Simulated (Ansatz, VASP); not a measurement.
## One calculation of AlNi5, two programs

```xyz
6
Lattice="2.4946 0.0000 0.0000 0.0000 2.4946 0.0000 0.0000 0.0000 10.5835" Properties=species:S:1:pos:R:3 pbc="T T T"
Al    0.0000    0.0000    0.0000
Ni    1.2473    1.2473    1.7639
Ni    0.0000    0.0000    3.5278
Ni    1.2473    1.2473    5.2918
Ni    0.0000    0.0000    7.0557
Ni    1.2473    1.2473    8.8196
```

Alike in both runs: task relaxation of cell and atoms; functional PBE; k mesh 6 × 6 × 2; occupations gaussian, width 0.1 eV; collinear spin.

|  | VASP | Ansatz |
| --- | --- | --- |
| version | VASP 6.6.1 | Ansatz 0.2.0 |
| potentials or method | VASP PAW PBE potentials, release 64 (Al, Ni), cutoff 600 eV | scalar-relativistic, plane waves, PAW |
| valence electrons in the cell | 53 | 93 |

VASP gave:

- gap on the k mesh at the Fermi level, each at its own relaxed structure (eV): none
- net moment per atom (μB): 0.26
- size of the moment on the site where the two differ most (μB): 0.60
- relaxed volume (Å³/atom): 11.26
- relaxed cell length with the largest relative difference (Å): 10.022

Problem. What did Ansatz give for the same quantities?

Solution. gap on the k mesh at the Fermi level, each at its own relaxed structure (eV): none; net moment per atom (μB): 0.26; size of the moment on the site where the two differ most (μB): 0.63; relaxed volume (Å³/atom): 11.27; relaxed cell length with the largest relative difference (Å): 10.063.

Site moments also hang on the region over which each program counts them. A gap of «none» marks a metal or a gap that the smearing closes. VASP's potentials hold 53 valence electrons a cell and Ansatz's 93, so a difference there can come from the potentials and not from the codes.

The k mesh is coarse, so the values compare programs but aren't converged.
